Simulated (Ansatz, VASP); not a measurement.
## Ca: VASP beside Ansatz

Contents of INCAR:

```
ALGO     = Fast           # electronic algorithm
EDIFF    = 1E-7           # SCF threshold, eV
ENCUT    = 520            # plane-wave cutoff, eV
GGA      = PE             # functional
ISIF     = 2              # what is computed and relaxed
ISMEAR   = 0              # smearing method
LASPH    = True           # aspherical terms in the spheres
LCHARG   = False          # write CHGCAR
LREAL    = False          # projectors in reciprocal space
LWAVE    = False          # write WAVECAR
NBANDS   = 11             # bands
NELM     = 100            # most SCF steps
PREC     = Accurate       # precision mode
SIGMA    = 0.15           # smearing width, eV
```

KPOINTS

```
k-points
0
Gamma
  16 16 16
```

POSCAR

```
Ca
1.0
    3.4886563400      0.0000000000      0.0000000000
    0.0000000000      3.4886563400      0.0000000000
    0.0000000000      0.0000000000      3.4886563400
Ca
1
Direct
    0.0000000000      0.0000000000      0.0000000000
```

Input for Ansatz:

```yaml
crystal:
  lattice:
    - [3.48865634, 0.0, 0.0]
    - [0.0, 3.48865634, 0.0]
    - [0.0, 0.0, 3.48865634]
  atoms:
    - { symbol: Ca, position: [0.0, 0.0, 0.0] }
basis:
  ecutwfc: 420
kpoints:
  mp_grid: { grid: [16, 16, 16] }
hamiltonian:
  xc: pbe
scf:
  occupations: { method: gaussian, width: 0.15 }
output:
  forces: true
  stress: true
  eigenvalues: true
```

Alike in both runs: task single point; functional PBE; k mesh 16 × 16 × 16; occupations gaussian, width 0.15 eV; no spin polarisation.

```csv
,VASP,Ansatz
version,VASP 6.6.1,Ansatz 0.2.0
potentials or method,"VASP PAW PBE potentials, release 64 (Ca_sv), cutoff 520 eV","scalar-relativistic, plane waves, PAW"
valence electrons in the cell,10,10
```

|  | VASP | Ansatz | Ansatz less VASP |
| --- | --- | --- | --- |
| gap on the k mesh at the Fermi level (eV) | none | none | - |
| pressure (GPa) | 0.3 | 0.3 | -0.01 |

A gap of «none» marks a metal or a gap that the smearing closes.
